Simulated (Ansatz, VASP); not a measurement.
**One calculation of PtSe2, two programs**

File INCAR:

```
PREC = Accurate
ENCUT = 520
EDIFF = 1E-6
ISMEAR = 0
SIGMA = 0.012
LREAL = False
LASPH = True
NELM = 80
ALGO = Normal
ISIF = 2
LWAVE = False
LCHARG = False
GGA = PE
NBANDS = 18
```

Contents of KPOINTS:

```
Automatic mesh
0
Gamma
  8 8 5
```

The input POSCAR:

```
PtSe2
1.0
    3.7240000000      0.0000000000      0.0000000000
   -1.8620000000      3.2250786037      0.0000000000
    0.0000000000      0.0000000000      5.0620000000
Pt Se
1 2
Direct
    0.0000000000      0.0000000000      0.0000000000
    0.6666666667      0.3333333333      0.7500000000
    0.3333333333      0.6666666667      0.2500000000
```

File input.yaml:

```yaml
crystal:
  lattice:
    - [3.724, 0.0, 0.0]
    - [-1.862, 3.2250786037, 0.0]
    - [0.0, 0.0, 5.062]
  atoms:
    - { symbol: Pt, position: [0.0, 0.0, 0.0] }
    - { symbol: Se, position: [0.6666666667, 0.3333333333, 0.75] }
    - { symbol: Se, position: [0.3333333333, 0.6666666667, 0.25] }
hamiltonian:
  xc: pbe
  pseudopotentials: { kind: paw }
kpoints:
  mp_grid: { grid: [8, 8, 5] }
scf:
  occupations: { method: gaussian, width: 0.012 }
output:
  forces: true
  stress: true
  eigenvalues: true
```

Alike in both runs: task single point; functional PBE; k mesh 8 × 8 × 5; occupations gaussian, width 0.012 eV; no spin polarisation.

|  | VASP | Ansatz |
| --- | --- | --- |
| version | VASP 6.6.1 | Ansatz 0.2.0 |
| potentials or method | VASP PAW PBE potentials, release 64 (Pt, Se) | Ansatz PAW |
| plane-wave cutoff (eV) | 520 | 420 |
| valence electrons in the cell | 22 | 50 |

Ansatz gave:

| Property | Result |
| --- | --- |
| gap on the k mesh at the Fermi level (eV) | none |
| pressure (GPa) | 7.3 |
| traceless stress, the component that is largest in VASP (GPa) | -1.15 |
| rms of the force components (eV/Å) | 0.269 |

Q: Which values does VASP return?

A: gap on the k mesh at the Fermi level (eV): none; pressure (GPa): 7.3; traceless stress, the component that is largest in VASP (GPa): -1.16; rms of the force components (eV/Å): 0.271.

Atom by atom the forces differ by 0.003 eV/Å (rms over components). A gap of «none» marks a metal or a gap that the smearing closes. VASP's potentials hold 22 valence electrons a cell and Ansatz's 50, so a difference there can come from the potentials and not from the codes.

Neither program's run includes spin-orbit coupling.
